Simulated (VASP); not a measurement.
Input of a VASP 6.6.1 run:

File INCAR:

```
  PREC = Accurate
  ENCUT = 520
  EDIFF = 1E-7
  ISMEAR = -1
  SIGMA = 0.05
  LREAL = F
  LASPH = T
  NELM = 80
  ALGO = Normal
  ISIF = 2
  LWAVE = F
  LCHARG = F
  GGA = PE
  NBANDS = 18
```

File KPOINTS:

```
regular mesh
0
Gamma
  12 12 12
```

POSCAR

```
Si2W
1.0
   -1.6175420320      1.6175420320      3.9408775768
    1.6175420320     -1.6175420320      3.9408775768
    1.6175420320      1.6175420320     -3.9408775768
W Si
1 2
Direct
    0.0000000000      0.0000000000      0.0000000000
    0.6653000000      0.6653000000      0.0000000000
    0.3347000000      0.3347000000      0.0000000000
```

Potentials or basis: VASP PAW PBE potentials, release 64 (W_sv, Si).

The run is started by

```console
$ cat potpaw_PBE.64/W_sv/POTCAR potpaw_PBE.64/Si/POTCAR > POTCAR
$ mpirun -np 1 vasp_std > vasp.out
```

(1) What does it give for the band gap on the k mesh?

(2) Predict the pressure.

(3) What does it give for the largest force?

Answers

(1) zero (bands 11 and 12 overlap by 1.27 eV).

(2) -1.1 GPa.

(3) 0.025 eV/Å.

Caveat: spin-orbit coupling is left out, which moves the levels of the heavy elements.
